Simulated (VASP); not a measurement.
Si:

```
Si
1.0
    -1.58740    1.58740    1.58740
     1.58740   -1.58740    1.58740
     1.58740    1.58740   -1.58740
Si
1
Direct
  0.00000 0.00000 0.00000
```

This isn't the form of Si at room conditions, which is diamond.

| Quantity | Value |
| --- | --- |
| Program | VASP 6.6.1 |
| Task | relaxation of cell and atoms |
| Functional | PBE |
| Potentials or basis | VASP PAW PBE potentials, release 64 (Si) |
| Cutoff | 600 eV |
| k mesh | 19 × 19 × 19 |
| Occupations | fermi-dirac, width 0.1 eV |
| Spin | no spin polarisation |

At the start: pressure -6.7 GPa; volume 16.00 Å³/atom.

Problem. How do energy, volume and symmetry change on relaxing?

Solution. Over 3 steps the energy falls by 30.6 meV/atom and the volume is 14.65 Å³/atom (-8.5 %); space group Im-3m (No. 229, to 0.1 Å) before and after.

Step by step:
```tsv
step	energy change (eV)	largest force (eV/Å)	pressure (GPa)	volume (Å³)
1	0.0000	0.0000	-6.71	16.00
2	-0.0302	0.0000	0.99	14.50
3	-0.0306	0.0000	0.02	14.65
```

Final structure:
```xyz
1
Lattice="-1.5414 1.5414 1.5414 1.5414 -1.5414 1.5414 1.5414 1.5414 -1.5414" Properties=species:S:1:pos:R:3 pbc="T T T"
Si    0.0000    0.0000    0.0000
```
